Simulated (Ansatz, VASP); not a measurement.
Two plane-wave programs on Hg3P2

The input INCAR:

```
SYSTEM = Hg3P2
PREC = Accurate
ENCUT = 600
EDIFF = 1E-7
ISMEAR = 0
SIGMA = 0.1
LREAL = .False.
LASPH = .True.
NELM = 80
ALGO = Normal
ISIF = 3
LWAVE = .False.
LCHARG = .False.
GGA = PE
IBRION = 2
NSW = 90
EDIFFG = -0.04
```

Contents of KPOINTS:

```
Automatic mesh
0
Gamma
  4 4 4
  0 0 0
```

POSCAR

```
Hg3P2
1.0
    6.4923726800      0.0000000000      0.0000000000
    0.0000000000      6.4923726800      0.0000000000
    0.0000000000      0.0000000000      6.4923726800
Hg P
3 2
Direct
    0.0000000000      0.5000000000      0.5000000000
    0.5000000000      0.0000000000      0.5000000000
    0.5000000000      0.5000000000      0.0000000000
    0.0000000000      0.0000000000      0.0000000000
    0.5000000000      0.5000000000      0.5000000000
```

Input for Ansatz:

```yaml
crystal:
  lattice:
    - [6.49237268, 0.0, 0.0]
    - [0.0, 6.49237268, 0.0]
    - [0.0, 0.0, 6.49237268]
  atoms:
    - { symbol: Hg, position: [0.0, 0.5, 0.5] }
    - { symbol: Hg, position: [0.5, 0.0, 0.5] }
    - { symbol: Hg, position: [0.5, 0.5, 0.0] }
    - { symbol: P, position: [0.0, 0.0, 0.0] }
    - { symbol: P, position: [0.5, 0.5, 0.5] }
basis:
  ecutwfc: 420
kpoints:
  mp_grid: { grid: [4, 4, 4] }
hamiltonian:
  xc: pbe
scf:
  occupations: { method: gaussian, width: 0.1 }
  lower_state_search: "off"
output:
  forces: true
  stress: true
  eigenvalues: true
relax:
  adjacent_minimum: "off"
  f_tol: 0.04
  max_steps: 70
  cell: { stress_tol: 0.4 }
```

Alike in both runs: task relaxation of cell and atoms; functional PBE; k mesh 4 × 4 × 4; occupations gaussian, width 0.1 eV; no spin polarisation.

|  | VASP | Ansatz |
| --- | --- | --- |
| version | VASP 6.6.1 | Ansatz 0.2.0 |
| potentials or method | VASP PAW PBE potentials, release 64 (Hg, P), cutoff 600 eV | scalar-relativistic, plane waves, PAW |
| valence electrons in the cell | 46 | 70 |

```tsv
	VASP	Ansatz	Ansatz less VASP
gap on the k mesh at the Fermi level, each at its own relaxed structure (eV)	none	none	-
relaxed volume (Å³/atom)	26.06	25.78	-0.282
relaxed cell length with the largest relative difference (Å)	5.070	5.051	-0.0183
```

A gap of «none» marks a metal or a gap that the smearing closes. VASP's potentials hold 46 valence electrons a cell and Ansatz's 70, so a difference there can come from the potentials and not from the codes.

Neither program's run includes spin-orbit coupling. Noted on VASP's run: the volume moved by over 15 % at a fixed basis, so the end points are rough.
